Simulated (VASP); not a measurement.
AgCl: single point with LDA

AgCl:

```
CELL_PARAMETERS angstrom
4.51840 0.00000 0.00000
-2.25920 3.91305 0.00000
0.00000 0.00000 5.72303
ATOMIC_POSITIONS crystal
Ag 0.33333 0.66667 0.25000
Ag 0.66667 0.33333 0.75000
Cl 0.66667 0.33333 0.25000
Cl 0.33333 0.66667 0.75000
```

| Item | Value |
| --- | --- |
| Program | VASP 6.6.1 |
| Task | single point |
| Functional | LDA |
| Potentials or basis | VASP PAW LDA potentials, release 64 (Ag, Cl) |
| Cutoff | 520 eV |
| k mesh | 6 × 6 × 4 |
| Occupations | gaussian, width 0.01 eV |
| Spin | no spin polarisation |

```yaml
Pressure: -4.4 GPa
Band_gap_on_the_k_mesh: 1.08 eV, indirect (least direct gap 1.11 eV)
```

Stress tensor (GPa, compression positive):
```
-4.64  0.00  0.00
 0.00 -4.64  0.00
 0.00  0.00 -4.04
```

Levels at points of the mesh, in eV from the valence-band top:
```
           k point  band 16  band 17  band 18  band 19  band 20  band 21
(0.00, 0.00, 0.00)    -0.34    -0.03    -0.03     1.08     2.79     7.22
(0.50, 0.00, 0.00)    -1.43    -1.41    -1.04     3.82     4.16     5.86
(0.00, 0.00, 0.50)    -0.14    -0.14    -0.14     3.24     3.24     7.13
(0.50, 0.00, 0.50)    -1.16    -0.14    -0.14     4.56     4.56     6.05
```

Run time: 89 s on 1 thread of Oxide Virtual Turin-like Processor, on a shared host, peak memory 0.18 GiB.

A k mesh can miss the band edges.
